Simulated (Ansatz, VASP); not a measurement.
**One calculation of TiO, two programs**

```
Ti O
1.0
     4.07345    0.00000    0.00000
     0.00000    4.07345    0.00000
     0.00000    0.00000    4.07345
Ti O
3 3
Direct
  0.50000 0.50000 0.00000
  0.00000 0.50000 0.50000
  0.50000 0.00000 0.50000
  0.00000 0.50000 0.00000
  0.50000 0.00000 0.00000
  0.00000 0.00000 0.50000
```

Alike in both runs: task single point; functional PBEsol; k mesh 10 × 10 × 10; occupations gaussian, width 0.1 eV; no spin polarisation.

|  | VASP | Ansatz |
| --- | --- | --- |
| version | VASP 6.6.1 | Ansatz 0.2.0 |
| potentials or method | VASP PAW PBE potentials, release 64 (Ti_sv, O), cutoff 520 eV | scalar-relativistic, plane waves, PAW |
| valence electrons in the cell | 54 | 54 |

```tsv
	VASP	Ansatz	Ansatz less VASP
gap on the k mesh at the Fermi level (eV)	none	none	-
pressure (GPa)	-5.8	-6.3	-0.48
```

VASP's potentials were made for PBE, not for PBEsol. A gap of «none» marks a metal or a gap that the smearing closes.
